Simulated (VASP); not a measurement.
A run of VASP 6.6.1:

The input INCAR:

```
SYSTEM = Ca
PREC = Accurate
ENCUT = 520
EDIFF = 1E-6
ISMEAR = -1
SIGMA = 0.1
LREAL = .FALSE.
LASPH = .TRUE.
NELM = 100
ALGO = Normal
ISIF = 2
LWAVE = .FALSE.
LCHARG = .TRUE.
GGA = RE
LELF = .TRUE.
LVHAR = .TRUE.
NBANDS = 17
```

KPOINTS

```
Automatic mesh
0
G
  10 10 6
  0 0 0
```

POSCAR

```
Ca
1.0
    3.9612026174      0.0000000000      0.0000000000
   -1.9806013087      3.4305020962      0.0000000000
    0.0000000000      0.0000000000      6.5044661013
Ca
2
Direct
    0.3333333333      0.6666666667      0.2500000000
    0.6666666667      0.3333333333      0.7500000000
```

Potentials or basis: VASP PAW PBE potentials, release 64 (Ca_sv).

Run with:

```bash
$ cat potpaw_PBE.64/Ca_sv/POTCAR > POTCAR
$ mpirun -np 1 vasp_std > vasp.out
```

Hardware: 1 thread of Intel(R) Xeon(R) Platinum 8375C CPU @ 2.90GHz (Ice Lake), on a shared host.

Question: How long does it take, and how much memory?

Answer: Run time: 54 s on 1 thread of Intel(R) Xeon(R) Platinum 8375C CPU @ 2.90GHz (Ice Lake), with other jobs on the host, peak memory 0.23 GiB. Counts: scf iterations 12, k points 56.
